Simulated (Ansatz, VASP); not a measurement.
**Two plane-wave programs on Te**

```
Te
1.0
     2.27075    1.31102    1.74545
    -2.27075    1.31102    1.74545
     0.00000   -2.62203    1.74545
Te
1
Direct
  0.50000 0.50000 0.50000
```

Alike in both runs: task single point; functional PBEsol; k mesh 15 × 15 × 15; occupations gaussian, width 0.15 eV; no spin polarisation.

|  | VASP | Ansatz |
| --- | --- | --- |
| version | VASP 6.6.1 | Ansatz 0.2.0 |
| potentials or method | VASP PAW PBE potentials, release 64 (Te), cutoff 520 eV | scalar-relativistic, plane waves, PAW |
| valence electrons in the cell | 6 | 16 |

|  | VASP | Ansatz | Ansatz less VASP |
| --- | --- | --- | --- |
| gap on the k mesh at the Fermi level (eV) | none | none | - |
| pressure (GPa) | -0.1 | -0.1 | -0.05 |
| traceless stress, the component that is largest in VASP (GPa) | 0.08 | 0.09 | +0.008 |

VASP's potentials were made for PBE, not for PBEsol. A gap of «none» marks a metal or a gap that the smearing closes. With one functional, cell and mesh, what is left measures potentials, basis and numerics. VASP's potentials hold 6 valence electrons a cell and Ansatz's 16, so a difference there can come from the potentials and not from the codes.

Neither program's run includes spin-orbit coupling.
